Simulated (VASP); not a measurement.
A run of VASP 6.6.1:

File INCAR:

```
ALGO     = Normal         # electronic algorithm
EDIFF    = 1E-6           # SCF threshold, eV
ENCUT    = 500            # plane-wave cutoff, eV
GGA      = PE             # functional
GGA_COMPAT= F            
ISIF     = 2              # what is computed and relaxed
ISMEAR   = 0              # smearing method
LASPH    = T              # aspherical terms in the spheres
LCHARG   = F              # write CHGCAR
LREAL    = F              # projectors in reciprocal space
LWAVE    = F              # write WAVECAR
NBANDS   = 16             # bands
NELM     = 120            # most SCF steps
PREC     = Accurate       # precision mode
SIGMA    = 0.1            # smearing width, eV
```

KPOINTS

```
k-points
0
Gamma
  4 4 4
```

File POSCAR:

```
GaP
1.0
    0.0000000000      2.6258816654      2.6258816654
    2.6258816654      0.0000000000      2.6258816654
    2.6258816654      2.6258816654      0.0000000000
Ga P
1 1
Direct
    0.0000000000      0.0000000000      0.0000000000
    0.2500000000      0.2500000000      0.2500000000
```

Potentials or basis: VASP PAW PBE potentials, release 64 (Ga_d, P).

Run with:

```console
$ cat potpaw_PBE.64/Ga_d/POTCAR potpaw_PBE.64/P/POTCAR > POTCAR
$ mpirun -np 1 vasp_std > vasp.out
```

Hardware: 1 thread of AMD EPYC 9R45 96-Core Processor (Zen 5), on a shared host.

Problem. Estimate the wall time of this run.

Solution. It took 3.7 s on 1 thread of AMD EPYC 9R45 96-Core Processor (Zen 5), with other jobs on the host, peak memory 0.12 GiB. Counts: scf iterations 12, k points 8.
